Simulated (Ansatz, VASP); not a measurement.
## B: VASP beside Ansatz

```
CELL_PARAMETERS angstrom
1.88524 0.00000 0.00000
0.00000 1.88524 0.00000
0.00000 0.00000 1.88524
ATOMIC_POSITIONS crystal
B 0.50000 0.50000 0.50000
```

Alike in both runs: functional HSE06; k mesh 7 × 7 × 7; occupations fermi-dirac, width 0.05 eV; no spin polarisation.

|  | VASP | Ansatz |
| --- | --- | --- |
| version | VASP 6.6.1 | Ansatz 0.2.0 |
| potentials or method | VASP PAW PBE potentials, release 64 (B) | Ansatz PAW |
| plane-wave cutoff (eV) | 520 | 420 |
| valence electrons in the cell | 3 | 3 |
| task | single point | band structure |

```csv
,VASP,Ansatz,Ansatz less VASP
gap on the k mesh at the Fermi level (eV),none,none,-
pressure (GPa),-4.5,-4.5,+0.05
```

A gap of «none» marks a metal or a gap that the smearing closes. With one functional, cell and mesh, what is left measures potentials, basis and numerics.

The k mesh is coarse, so the values compare programs but aren't converged.
